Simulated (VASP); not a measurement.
Fe:

```xyz
1
Lattice="-1.4156 1.4156 1.4156 1.4156 -1.4156 1.4156 1.4156 1.4156 -1.4156" Properties=species:S:1:pos:R:3 pbc="T T T"
Fe    0.0000    0.0000    0.0000
```

Base run:

| Property | Result |
| --- | --- |
| Program | VASP 6.6.1 |
| Functional | PBE |
| Potentials or basis | VASP PAW PBE potentials, release 64 (Fe) |
| Cutoff | 520 eV |
| k mesh | 22 × 22 × 22 |
| Occupations | gaussian, width 0.05 eV |
| Spin | collinear spin, ferromagnetic start |
| Starting moments | [2.43] μB |

Its results: pressure -0.6 GPa.

The run is repeated on the same cell with these changes: spin from collinear spin, ferromagnetic start to no spin polarisation; further incar settings from ALGO = Normal; EDIFF = 1e-06; NBANDS = 14 to ALGO = Normal; EDIFF = 1e-07; NBANDS = 10. What comes out?

Pressure -18.0 GPa.

Caveats: the cell stands under tension (at least some runs).
